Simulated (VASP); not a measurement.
The system is Ag.

```
Ag
1.0
     2.90751    0.00000    0.00000
    -1.45375    2.51798    0.00000
     0.00000    0.00000    4.74962
Ag
2
Direct
  0.66667 0.33333 0.25986
  0.33333 0.66667 0.74014
```

```yaml
Program: VASP 6.6.1
Task: relaxation of cell and atoms
Functional: PBE
Potentials_or_basis: VASP PAW PBE potentials, release 64 (Ag)
Cutoff: 600 eV
k_mesh: 6 × 6 × 4
Occupations: gaussian, width 0.1 eV
Spin: no spin polarisation
```

At the start: pressure 3.8 GPa; volume 17.39 Å³/atom.

Task: Where does the relaxation end?

Result: Over 5 steps the energy falls by 21.7 meV/atom and the volume is 17.98 Å³/atom (+3.4 %); space group P-3m1 (No. 164, to 0.1 Å) before, P6_3/mmc (No. 194, to 0.1 Å).

The path:
```
step  energy change (eV)  largest force (eV/Å)  pressure (GPa)  volume (Å³)
   1              0.0000                0.5512            3.82        34.77
   2             -0.0314                0.1806           -2.00        36.90
   3             -0.0326                0.2331           -1.15        36.52
   4             -0.0418                0.1035           -0.36        36.18
   5             -0.0435                0.0066            0.21        35.95
```

Final structure:
```
Ag
1.0
     2.96936    0.00000    0.00000
    -1.48468    2.57154    0.00000
     0.00000    0.00000    4.70862
Ag
2
Direct
  0.66667 0.33333 0.25013
  0.33333 0.66667 0.74987
```

Caveat: the k points lie up to 0.41 Å⁻¹ apart in the final cell, too coarse for converged energies and pressures of a metal.
